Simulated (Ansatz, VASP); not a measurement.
# Re in VASP and in Ansatz

File INCAR:

```
  PREC = Accurate
  ENCUT = 520
  EDIFF = 1E-6
  ISMEAR = 0
  SIGMA = 0.15
  LREAL = False
  LASPH = True
  NELM = 100
  ALGO = Normal
  ISIF = 2
  LWAVE = False
  LCHARG = False
  GGA = PS
  NBANDS = 14
```

The input KPOINTS:

```
Automatic mesh
0
Gamma
  21 21 12
```

File POSCAR:

```
Re
1.0
    2.7207263780      0.0000000000      0.0000000000
   -1.3603631890      2.3562181601      0.0000000000
    0.0000000000      0.0000000000      4.6214800260
Re
2
Direct
    0.3333333333      0.6666666667      0.2500000000
    0.6666666667      0.3333333333      0.7500000000
```

Input for Ansatz:

```yaml
crystal:
  lattice:
    - [2.720726378, 0.0, 0.0]
    - [-1.360363189, 2.3562181601, 0.0]
    - [0.0, 0.0, 4.621480026]
  atoms:
    - { symbol: Re, position: [0.3333333333, 0.6666666667, 0.25] }
    - { symbol: Re, position: [0.6666666667, 0.3333333333, 0.75] }
basis:
  ecutwfc: 420
kpoints:
  mp_grid: { grid: [21, 21, 12] }
hamiltonian:
  xc: pbesol
scf:
  occupations: { method: gaussian, width: 0.15 }
output:
  forces: true
  stress: true
  eigenvalues: true
```

Alike in both runs: task single point; functional PBEsol; k mesh 21 × 21 × 12; occupations gaussian, width 0.15 eV; no spin polarisation.

|  | VASP | Ansatz |
| --- | --- | --- |
| version | VASP 6.6.1 | Ansatz 0.2.0 |
| potentials or method | VASP PAW PBE potentials, release 64 (Re), cutoff 520 eV | scalar-relativistic, plane waves, PAW |
| valence electrons in the cell | 14 | 30 |

```csv
,VASP,Ansatz,Ansatz less VASP
gap on the k mesh at the Fermi level (eV),none,none,-
pressure (GPa),-5.8,-5.7,+0.16
"traceless stress, the component that is largest in VASP (GPa)",-15.85,-15.93,-0.079
```

VASP's potentials were made for PBE, not for PBEsol. A gap of «none» marks a metal or a gap that the smearing closes. VASP's potentials hold 14 valence electrons a cell and Ansatz's 30, so a difference there can come from the potentials and not from the codes.

Neither program's run includes spin-orbit coupling.
